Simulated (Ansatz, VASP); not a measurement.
## One calculation of Pd, two programs

Contents of POSCAR:

```
Pd
1.0
    0.0000000000      1.9558504376      1.9558504376
    1.9558504376      0.0000000000      1.9558504376
    1.9558504376      1.9558504376      0.0000000000
Pd
1
Direct
    0.0000000000      0.0000000000      0.0000000000
```

Contents of INCAR.step1:

```
ALGO     = Normal         # electronic algorithm
EDIFF    = 1E-4           # SCF threshold, eV
ENCUT    = 520            # plane-wave cutoff, eV
GGA      = PE             # functional
ISMEAR   = 0              # smearing method
LASPH    = True           # aspherical terms in the spheres
LCHARG   = False          # write CHGCAR
LREAL    = False          # projectors in reciprocal space
LWAVE    = True           # write WAVECAR
NBANDS   = 11             # bands
NELM     = 100            # most SCF steps
PREC     = Accurate       # precision mode
SIGMA    = 1.0            # smearing width, eV
```

The input INCAR.step2:

```
ALGO     = Normal         # electronic algorithm
EDIFF    = 1E-6           # SCF threshold, eV
ENCUT    = 520            # plane-wave cutoff, eV
ISIF     = 2              # what is computed and relaxed
ISMEAR   = 0              # smearing method
ISTART   = 1            
LASPH    = True           # aspherical terms in the spheres
LCHARG   = False          # write CHGCAR
LMIXTAU  = True         
LREAL    = False          # projectors in reciprocal space
LWAVE    = False          # write WAVECAR
METAGGA  = R2SCAN         # meta-GGA
NBANDS   = 11             # bands
NELM     = 100            # most SCF steps
PREC     = Accurate       # precision mode
SIGMA    = 1.0            # smearing width, eV
```

KPOINTS

```
k-points
0
Gamma
  14 14 14
```

Input for Ansatz:

```yaml
crystal:
  lattice:
    - [0.0, 1.9558504376, 1.9558504376]
    - [1.9558504376, 0.0, 1.9558504376]
    - [1.9558504376, 1.9558504376, 0.0]
  atoms:
    - { symbol: Pd, position: [0.0, 0.0, 0.0] }
hamiltonian:
  xc: r2scan
  pseudopotentials:
    kind: paw
    azcp:
      Pd: "pseudopotentials/Pd.paw.azcp"
basis:
  ecutwfc: 500
  fft_grid_basis: typed
kpoints:
  mp_grid: { grid: [14, 14, 14], shift: [0, 0, 0] }
magnetization:
  spin_polarized: false
scf:
  occupations: { method: gaussian, width: 1.0 }
  lower_state_search: "off"
output:
  stress: true
```

Alike in both runs: task single point; functional r2SCAN; k mesh 14 × 14 × 14; occupations gaussian, width 1 eV; no spin polarisation.

|  | VASP | Ansatz |
| --- | --- | --- |
| version | VASP 6.6.1 | Ansatz 0.2.0 |
| potentials or method | VASP PAW PBE potentials, release 64 (Pd), cutoff 520 eV | plane waves (500 eV) with PAW, scalar-relativistic |
| valence electrons in the cell | 10 | 18 |

Ansatz gave:

| Property | Result |
| --- | --- |
| pressure (GPa) | 2.0 |

Which values does VASP return?

Pressure (GPa): 2.6.

VASP's potentials were made for PBE, not for r2SCAN. VASP's potentials hold 10 valence electrons a cell and Ansatz's 18, so a difference there can come from the potentials and not from the codes.
